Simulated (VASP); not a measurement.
# NaCl (Fm-3m) in VASP: notebook

NaCl is run at these levels: r2SCAN; tasks: single point.

All numbers are computed with VASP 6.6.1; they aren't measurements. Logs are shortened: lines on timing, memory, paths and dates and some standing lists are left out, and cuts for length are marked.

**1. The cell of the first run**

The structure is cubic, space group Fm-3m (No. 225). Conventional cell: a = 5.474 Å, b = 5.474 Å, c = 5.474 Å, α = 90.00°, β = 90.00°, γ = 90.00°. Cl (site symmetry m-3m) has 6 Na at 2.74 Å within 3.6 Å. Within 3.6 Å of Na (site symmetry m-3m) lie 6 Cl at 2.74 Å.

**2. Single point, r2SCAN**

POSCAR

```
NaCl
1.0
    0.0000000000      2.7370255149      2.7370255149
    2.7370255149      0.0000000000      2.7370255149
    2.7370255149      2.7370255149      0.0000000000
Cl Na
1 1
Direct
    0.5000000000      0.5000000000      0.5000000000
    0.0000000000      0.0000000000      0.0000000000
```

INCAR.step1

```
SYSTEM = NaCl
PREC = Accurate
ENCUT = 520
ISMEAR = -1
SIGMA = 0.05
LREAL = .FALSE.
LASPH = .TRUE.
NELM = 80
NBANDS = 14
GGA = PE
ALGO = Normal
EDIFF = 1E-4
LWAVE = .TRUE.
LCHARG = .FALSE.
```

INCAR.step2

```
SYSTEM = NaCl
PREC = Accurate
ENCUT = 520
EDIFF = 1E-6
ISMEAR = -1
SIGMA = 0.05
LREAL = .FALSE.
LASPH = .TRUE.
NELM = 80
ALGO = Normal
ISIF = 2
LWAVE = .FALSE.
LCHARG = .TRUE.
METAGGA = R2SCAN
LMIXTAU = .TRUE.
LELF = .TRUE.
LVHAR = .TRUE.
NBANDS = 14
ISTART = 1
```

KPOINTS

```
Automatic mesh
0
G
  8 8 8
  0 0 0
```

Potentials or basis: VASP PAW PBE potentials, release 64 (Cl, Na_pv).

Run with:

```console
$ cat potpaw_PBE.64/Cl/POTCAR potpaw_PBE.64/Na_pv/POTCAR > POTCAR
$ cp INCAR.step1 INCAR
$ mpirun -np 1 vasp_std > vasp.out
$ cp INCAR.step2 INCAR
$ mpirun -np 1 vasp_std > vasp.out
```

OUTCAR:

```text
SYSTEM = NaCl
   PREC = Accurate
   ENCUT = 520
   EDIFF = 1E-6
   ISMEAR = -1
   LREAL = .FALSE.
   LASPH = .TRUE.
   NELM = 80
   ISIF = 2
   METAGGA = R2SCAN
   ISTART = 1

 ion  position               nearest neighbor table
   1  0.500  0.500  0.500-
   2  0.000  0.000  0.000-

  LATTYP: Found a face centered cubic cell.
 ALAT       =     5.4740510298

  Lattice vectors:

 A1 = (   0.0000000000,   2.7370255149,   2.7370255149)
 A2 = (   2.7370255149,   0.0000000000,   2.7370255149)
 A3 = (   2.7370255149,   2.7370255149,   0.0000000000)

Analysis of symmetry for initial positions (statically):
=====================================================================
 Subroutine PRICEL returns:
 Original cell was already a primitive cell.

 Routine SETGRP: Setting up the symmetry group for a
 face centered cubic supercell.

 Subroutine GETGRP returns: Found 48 space group operations
 (whereof 48 operations were pure point group operations)
 out of a pool of 48 trial point group operations.

The static configuration has the point symmetry O_h .

Analysis of symmetry for dynamics (positions and initial velocities):
=====================================================================
 Subroutine PRICEL returns:
 Original cell was already a primitive cell.

 Routine SETGRP: Setting up the symmetry group for a
 face centered cubic supercell.

 Subroutine GETGRP returns: Found 48 space group operations
 (whereof 48 operations were pure point group operations)
 out of a pool of 48 trial point group operations.

The dynamic configuration has the point symmetry O_h .

 Subroutine INISYM returns: Found 48 space group operations
 (whereof 48 operations are pure point group operations),
 and found     1 'primitive' translations

----------------------------------------------------------------------------------------

                                     Primitive cell

  volume of cell :      41.0078

  direct lattice vectors                    reciprocal lattice vectors
     0.000000000  2.737025515  2.737025515    -0.182680065  0.182680065  0.182680065
     2.737025515  0.000000000  2.737025515     0.182680065 -0.182680065  0.182680065
     2.737025515  2.737025515  0.000000000     0.182680065  0.182680065 -0.182680065

  length of vectors
     3.870738604  3.870738604  3.870738604     0.316411155  0.316411155  0.316411155

  position of ions in fractional coordinates (direct lattice)
     0.500000000  0.500000000  0.500000000
     0.000000000  0.000000000  0.000000000

  ion indices of the primitive-cell ions
   primitive index   ion index
                 1           1
                 2           2

----------------------------------------------------------------------------------------

 KPOINTS: Automatic mesh

Automatic generation of k-mesh.
 Grid dimensions read from file:
 generate k-points for:    8    8    8

 Generating k-lattice:

  Cartesian coordinates                     Fractional coordinates (reciprocal lattice)
    -0.022835008  0.022835008  0.022835008     0.125000000  0.000000000  0.000000000
     0.022835008 -0.022835008  0.022835008     0.000000000  0.125000000  0.000000000
     0.022835008  0.022835008 -0.022835008     0.000000000  0.000000000  0.125000000

  Length of vectors
     0.039551394  0.039551394  0.039551394

  Shift w.r.t. Gamma in fractional coordinates (k-lattice)
     0.000000000  0.000000000  0.000000000

 Subroutine IBZKPT returns following result:
 ===========================================

 Found     29 irreducible k-points:

 Following reciprocal coordinates:
            Coordinates               Weight
  0.000000  0.000000  0.000000      1.000000
  0.125000  0.000000  0.000000      8.000000
  0.250000  0.000000  0.000000      8.000000
  0.375000  0.000000  0.000000      8.000000
  0.500000  0.000000  0.000000      4.000000
  0.125000  0.125000  0.000000      6.000000
[... 16 lines left out ...]
  0.500000  0.250000  0.125000     48.000000
 -0.375000  0.250000  0.125000     24.000000
 [... further k-points ...]
   k-points           NKPTS =     29   k-points in BZ     NKDIM =     29   number of bands    NBANDS=     14
   number of dos      NEDOS =    301   number of ions     NIONS =      2
   total plane-waves  NPLWV =  27000
   dimension x,y,z NGX =    30 NGY =   30 NGZ =   30
   dimension x,y,z NGXF=    60 NGYF=   60 NGZF=   60
   ions per type =               1   1
   NGX,Y,Z   is equivalent  to a cutoff of  12.88, 12.88, 12.88 a.u.
   NGXF,Y,Z  is equivalent  to a cutoff of  25.77, 25.77, 25.77 a.u.
 SYSTEM =  NaCl
   PREC   = accura    normal or accurate (medium, high low for compatibility)
   ISTART =      1    job   : 0-new  1-cont  2-samecut
   ICHARG =      0    charge: 1-file 2-atom 10-const
   ISPIN  =      1    spin polarized calculation?
   LNONCOLLINEAR =      F non collinear calculations
   LSORBIT =      F    spin-orbit coupling
   LASPH  =      T    aspherical Exc in radial PAW
   ENCUT  =  520.0 eV  38.22 Ry    6.18 a.u.   7.20  7.20  7.20*2*pi/ulx,y,z
   NELM   =     80;   NELMIN=  2; NELMDL=  0     # of ELM steps
   EDIFF  = 0.1E-05   stopping-criterion for ELM
   LREAL  =      F    real-space projection
   EDIFFG = 0.1E-04   stopping-criterion for IOM
   NSW    =      0    number of steps for IOM
   IBRION =     -1    ionic relax: 0-MD 1-quasi-New 2-CG
   NFREE  =      0    steps in history (QN), initial steepest desc. (CG)
   ISIF   =      2    stress and relaxation
   ISYM   =      2    0-nonsym 1-usesym 2-fastsym
   POTIM  = 0.5000    time-step for ionic-motion
   TEBEG  =    0.0;   TEEND  =   0.0 temperature during run
   PSTRESS=    0.0 pullay stress
   NELECT =      14.0000    total number of electrons
   NUPDOWN=      -1.0000    fix difference up-down
   EMIN   =  10.00;   EMAX   =-10.00  energy-range for DOS
   EFERMI =   0.00;   METHOD = LEGACY
   ISMEAR =    -1;   SIGMA  =   0.05  broadening in eV -4-tet -1-fermi 0-gaus
   EFERMI_NEDOS =   21; number of points for ismear=-14 and -15
   IALGO  =     38    algorithm
   IMIX   =      4    mixing-type and parameters
     AMIX     =   0.40;   BMIX     =  1.00
     AMIX_MAG =   1.60;   BMIX_MAG =  1.00
  volume/ion in A,a.u.               =      20.50       138.37
  Fermi-wavevector in a.u.,A,eV,Ry     =   1.144183  2.162192 17.812119  1.309154
  Thomas-Fermi vector in A             =   2.280875
   LORBIT       =      0    0 simple, 1 ext, 2 COOP (PROOUT), +10 PAW based schemes
   METAGGA = R2SCAN    functional components
   LHFCALC =     F    Hartree Fock is set to
   AEXX    =    0.0000 exact exchange contribution
   IVDW    =     0    specifies the selected vdW correction
   LEPSILON=     F    determine dielectric tensor
   LRPA    =     F    only Hartree local field effects (RPA)
 non-spin polarized calculation
  energy-cutoff  :      520.00
  volume of cell :       41.01
 maximum number of plane-waves:      1124
 NGX is ok and might be reduce to    30
   NGX = 15   NGY = 15   NGZ = 15

 number of electron      14.0000000 magnetization

 Free energy of the ion-electron system (eV)
  ---------------------------------------------------
  ext. energy  EPLUGINS =         0.00000000
  ---------------------------------------------------
  free energy    TOTEN  =       -13.77272559 eV

  energy without entropy =      -13.77272559  energy(sigma->0) =      -13.77272559

 E-fermi :   0.5093     XC(G=0):  -9.0683

 val. band max:       -0.6139269715   @ k =   0.0000   0.0000   0.0000
 cond. band min:       5.7040923914   @ k =   0.0000   0.0000   0.0000
 fundamental gap:      6.3180193630
 Fermi energy:         0.5092505764

 k-point     1 :       0.0000    0.0000    0.0000
  band No.  band energies     occupation
      1     -21.9852      2.00000
      2     -21.9849      2.00000
      3     -21.9849      2.00000
      4     -14.0599      2.00000
      5      -0.6139      2.00000
      6      -0.6139      2.00000
      7      -0.6139      2.00000
      8       5.7041      0.00000
      9      11.2193      0.00000
     10      11.2193      0.00000
     11      11.2193      0.00000
     12      13.5888      0.00000
     13      13.5888      0.00000
     14      15.3811      0.00000

 k-point     2 :       0.1250    0.0000    0.0000
  band No.  band energies     occupation
      1     -21.9915      2.00000
      2     -21.9856      2.00000
      3     -21.9853      2.00000
      4     -13.9985      2.00000
      5      -1.0253      2.00000
      6      -0.6661      2.00000
      7      -0.6661      2.00000
      8       6.2286      0.00000
      9      10.6967      0.00000
     10      11.4525      0.00000
     11      11.4526      0.00000
     12      13.4013      0.00000
     13      13.4013      0.00000
     14      16.4735      0.00000

 k-point     3 :       0.2500    0.0000    0.0000
  band No.  band energies     occupation
      1     -22.0070      2.00000
      2     -21.9865      2.00000
      3     -21.9862      2.00000
      4     -13.8453      2.00000
      5      -1.8571      2.00000
      6      -0.7875      2.00000
      7      -0.7875      2.00000
      8       7.1671      0.00000
      9      10.3326      0.00000
     10      11.6799      0.00000
     11      11.6801      0.00000
     12      13.6698      0.00000
     13      13.6699      0.00000
     14      16.8447      0.00000

 k-point     4 :       0.3750    0.0000    0.0000
  band No.  band energies     occupation
      1     -22.0223      2.00000
      2     -21.9874      2.00000
      3     -21.9871      2.00000
      4     -13.6844      2.00000
      5      -2.5588      2.00000
      6      -0.9031      2.00000
      7      -0.9031      2.00000
      8       7.5032      0.00000
      9      11.0896      0.00000
     10      11.4833      0.00000
     11      11.4836      0.00000
     12      15.1333      0.00000
     13      15.1333      0.00000
     14      16.2323      0.00000

 k-point     5 :       0.5000    0.0000    0.0000
  band No.  band energies     occupation
      1     -22.0286      2.00000
      2     -21.9878      2.00000
      3     -21.9875      2.00000
      4     -13.6152      2.00000
      5      -2.8257      2.00000
      6      -0.9495      2.00000
      7      -0.9495      2.00000
      8       7.4964      0.00000
      9      11.3654      0.00000
     10      11.3657      0.00000
     11      11.7733      0.00000
[... 276 lines left out ...]
 k-point    22 :       0.3750    0.2500    0.1250
  band No.  band energies     occupation
      1     -22.0092      2.00000
      2     -21.9926      2.00000
      3     -21.9879      2.00000
      4     -13.7465      2.00000
      5      -2.0364      2.00000
      6      -1.1661      2.00000
      7      -0.9252      2.00000
      8       8.1482      0.00000
      9       9.4107      0.00000
     10      11.0572      0.00000
     11      12.7647      0.00000
     12      12.9552      0.00000
     13      15.3134      0.00000
     14      19.3580      0.00000

 k-point    23 :       0.5000    0.2500    0.1250
  band No.  band energies     occupation
      1     -22.0164      2.00000
      2     -21.9956      2.00000
      3     -21.9895      2.00000
      4     -13.6274      2.00000
      5      -2.3801      2.00000
      6      -1.4274      2.00000
      7      -1.0539      2.00000
      8       8.6339      0.00000
      9      10.0320      0.00000
     10      10.4112      0.00000
     11      12.4979      0.00000
     12      14.3328      0.00000
     13      17.0468      0.00000
     14      17.3180      0.00000

 k-point    24 :      -0.3750    0.2500    0.1250
  band No.  band energies     occupation
      1     -22.0195      2.00000
      2     -21.9961      2.00000
      3     -21.9907      2.00000
      4     -13.5769      2.00000
      5      -2.5201      2.00000
      6      -1.5209      2.00000
      7      -1.1158      2.00000
      8       8.6385      0.00000
      9      10.1465      0.00000
     10      10.8695      0.00000
     11      12.3038      0.00000
     12      15.0551      0.00000
     13      16.6105      0.00000
     14      17.4568      0.00000

 [... further k-points ...]

------------------------ aborting loop because EDIFF is reached ----------------------------------------

  FORCE on cell =-STRESS in cart. coord.  units (eV):
  Direction    XX          YY          ZZ          XY          YZ          ZX
  --------------------------------------------------------------------------------------
  -------------------------------------------------------------------------------------
  Total        0.5233981      0.5233981      0.5233981      0.0000000      0.0000000      0.0000000
  in kB       20.4491942     20.4491942     20.4491942      0.0000000      0.0000000      0.0000000
  external PRESSURE =      20.4491942 kB  Pullay stress =       0.0000000 kB

 VOLUME and BASIS-vectors are now :
 -----------------------------------------------------------------------------
  energy-cutoff  :      520.00
  volume of cell :       41.01
      direct lattice vectors                 reciprocal lattice vectors
     0.000000000  2.737025515  2.737025515    -0.182680065  0.182680065  0.182680065
     2.737025515  0.000000000  2.737025515     0.182680065 -0.182680065  0.182680065
     2.737025515  2.737025515  0.000000000     0.182680065  0.182680065 -0.182680065

 POSITION                                       TOTAL-FORCE (eV/Angst)
 -----------------------------------------------------------------------------------
      2.73703      2.73703      2.73703        -0.000000     -0.000000     -0.000000
      0.00000      0.00000      0.00000         0.000000      0.000000      0.000000
 -----------------------------------------------------------------------------------
    total drift:                               -0.000000      0.000000      0.000000

  FREE ENERGIE OF THE ION-ELECTRON SYSTEM (eV)
  ---------------------------------------------------
  free  energy   TOTEN  =       -13.7727255891 eV

  energy  without entropy=      -13.7727255891  energy(sigma->0) =      -13.77272559
```

Wall time 2.4 min (1 thread of AMD EPYC 7R13, shared host); peak memory 0.14 GiB.

What came out:

| Quantity | Value |
| --- | --- |
| Free energy | -13.7727 eV |
| Pressure | 2.0 GPa |
| Band gap on the k mesh | 6.32 eV |

Caveat: the PAW data sets were made with another functional, which shifts forces and pressure a little.

**3. Single point, r2SCAN**

This run uses another cell than the first one, of 20.94 Å³/atom.

POSCAR

```
NaCl
1.0
    0.0000000000      2.7563009776      2.7563009776
    2.7563009776      0.0000000000      2.7563009776
    2.7563009776      2.7563009776      0.0000000000
Cl Na
1 1
Direct
    0.5000000000      0.5000000000      0.5000000000
    0.0000000000      0.0000000000      0.0000000000
```

INCAR.step1

```
SYSTEM = NaCl
PREC = Accurate ; ENCUT = 520
ISMEAR = -1 ; SIGMA = 0.05
LREAL = .FALSE. ; LASPH = .TRUE.
NELM = 100 ; NBANDS = 14
GGA = PE ; ALGO = Normal
EDIFF = 1E-4 ; LWAVE = .TRUE.
LCHARG = .FALSE.
```

INCAR.step2

```
SYSTEM = NaCl
PREC = Accurate ; ENCUT = 520
EDIFF = 1E-6 ; ISMEAR = -1
SIGMA = 0.05 ; LREAL = .FALSE.
LASPH = .TRUE. ; NELM = 100
ALGO = Normal ; ISIF = 2
LWAVE = .FALSE. ; LCHARG = .FALSE.
METAGGA = R2SCAN ; LMIXTAU = .TRUE.
NBANDS = 14 ; ISTART = 1
```

KPOINTS is that of step 2.

Potentials or basis: VASP PAW PBE potentials, release 64 (Cl, Na_pv).

Run with:

```console
$ cat potpaw_PBE.64/Cl/POTCAR potpaw_PBE.64/Na_pv/POTCAR > POTCAR
$ cp INCAR.step1 INCAR
$ mpirun -np 1 vasp_std > vasp.out
$ cp INCAR.step2 INCAR
$ mpirun -np 1 vasp_std > vasp.out
```

It took 2.1 min on 1 thread of AMD EPYC 7R13, shared host; peak memory 0.14 GiB.

Results (log left out):

```yaml
Free_energy: -13.7819 eV
Pressure: 1.4 GPa
Band_gap_on_the_k_mesh: 6.22 eV
```

Levels at points of the mesh, in eV from the valence-band top:
```csv
k point,band 5,band 6,band 7,band 8,band 9,band 10
"(0.00, 0.00, 0.00)",0.00,0.00,0.00,6.22,11.82,11.82
"(0.50, 0.00, 0.00)",-2.14,-0.32,-0.32,8.07,11.93,11.93
"(0.50, 0.50, 0.00)",-1.87,-0.68,-0.68,8.55,8.64,12.74
```

Caveat: the PAW data sets were made with another functional, which shifts forces and pressure a little.

(Part 1 of 2 ends here.)
